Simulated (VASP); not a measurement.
Set up this calculation in VASP 6.6.1, as the native input.

```
Task                   : single point
Functional             : PBE
Potentials or basis    : VASP PAW PBE potentials, release 64 (Ni)
Cutoff                 : 520 eV
k mesh                 : 14 × 14 × 8
Occupations            : fermi-dirac, width 0.1 eV
Spin                   : non-collinear spin, zero start, spin-orbit coupling
Starting moments       : [[0.0, 0.0, 0.0], [0.0, 0.0, 0.0]] μB
Dipole correction      : no
Further INCAR settings : ALGO = Normal; EDIFF = 1e-06; NBANDS = 32
```

The structure of Ni lies in POSCAR:

```
Ni
1.0
    2.4824367571      0.0000000000      0.0000000000
   -1.2412183786      2.1498532949      0.0000000000
    0.0000000000      0.0000000000      4.0826416205
Ni
2
Direct
    0.3333333333      0.6666666667      0.2500000000
    0.6666666667      0.3333333333      0.7500000000
```

The input as run:

INCAR

```
SYSTEM = Ni
  PREC = Accurate
  ENCUT = 520
  EDIFF = 1E-6
  ISMEAR = -1
  SIGMA = 0.1
  LREAL = .FALSE.
  LASPH = .TRUE.
  NELM = 150
  ALGO = Normal
  ISIF = 2
  LWAVE = .FALSE.
  LCHARG = .TRUE.
  LNONCOLLINEAR = .TRUE.
  MAGMOM = 0 0 0 0 0 0
  LORBIT = 11
  LSORBIT = .TRUE.
  GGA_COMPAT = .FALSE.
  LORBMOM = .TRUE.
  LMAXMIX = 4
  GGA = PE
  LVHAR = .TRUE.
  NBANDS = 32
```

KPOINTS

```
Automatic mesh
0
G
  14 14 8
  0 0 0
```

Potentials or basis: VASP PAW PBE potentials, release 64 (Ni).

The run is started by

```console
$ cat potpaw_PBE.64/Ni/POTCAR > POTCAR
$ mpirun -np 1 vasp_ncl > vasp.out
```

It gave:

* Pressure: 0.2 GPa
* Net moment: 0.00 μB per cell
* Valence electrons inside the program's atomic spheres: Ni 9.31

It took 71 s on 1 thread of Intel(R) Xeon(R) 6975P-C (Granite Rapids) (shared host), peak memory 0.24 GiB.
